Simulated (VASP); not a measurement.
Input of a VASP 6.6.1 run:

INCAR

```
SYSTEM = Ir
PREC = Accurate ; ENCUT = 520
EDIFF = 1E-7 ; ISMEAR = 0
SIGMA = 0.1 ; LREAL = .FALSE.
LASPH = .TRUE. ; NELM = 100
ALGO = Fast ; ISIF = 2
LWAVE = .FALSE. ; LCHARG = .FALSE.
GGA = PS ; NBANDS = 16
```

File KPOINTS:

```
Automatic mesh
0
G
  18 18 10
  0 0 0
```

File POSCAR:

```
Ir
1.0
    2.7466063144      0.0000000000      0.0000000000
   -1.3733031572      2.3786308425      0.0000000000
    0.0000000000      0.0000000000      4.4495442281
Ir
2
Direct
    0.6666666667      0.3333333333      0.7500000000
    0.3333333333      0.6666666667      0.2500000000
```

Potentials or basis: VASP PAW PBE potentials, release 64 (Ir).

Command:

```bash
$ cat potpaw_PBE.64/Ir/POTCAR > POTCAR
$ mpirun -np 1 vasp_std > vasp.out
```

**Question.** Predict the band gap on the k mesh.

**Answer.** Zero (band 9 reaches 10.84 eV, above the bottom of band 10 at 7.63 eV).

**Question.** What does it give for the pressure?

**Answer.** -9.7 GPa.

Caveat: the PAW data sets were made with another functional, which shifts forces and pressure a little; spin-orbit coupling is left out, which moves the levels of the heavy elements.
